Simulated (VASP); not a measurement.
As, 2 atoms in the cell. Symmetry: R-3m, No. 166, trigonal system. The conventional cell has a = 3.837 Å, b = 3.837 Å, c = 10.542 Å, α = 90.00°, β = 90.00°, γ = 120.00°. Within 3.4 Å of As (site symmetry 3m) lie 6 As at 2.54 to 3.17 Å. 

| Item | Value |
| --- | --- |
| Program | VASP 6.6.1 |
| Task | single point |
| Functional | PBEsol |
| Potentials or basis | VASP PAW PBE potentials, release 64 (As) |
| Cutoff | 520 eV |
| k mesh | 7 × 7 × 7 |
| Occupations | fermi-dirac, width 0.05 eV |
| Spin | no spin polarisation |
| Dipole correction | no |
| Further INCAR settings | ALGO = Normal; EDIFF = 1e-06; NBANDS = 12 |

Potentials or basis: VASP PAW PBE potentials, release 64 (As).

Launch:

```console
$ cat potpaw_PBE.64/As/POTCAR > POTCAR
$ mpirun -np 1 vasp_std > vasp.out
```

Hardware: 1 thread of Intel(R) Xeon(R) Platinum 8488C (Sapphire Rapids) (shared host).

Estimate the wall time of this run.

Wall time 9.9 s on 1 thread of Intel(R) Xeon(R) Platinum 8488C (Sapphire Rapids), on a shared host, peak memory 0.17 GiB. Counts: scf iterations 10, k points 44.
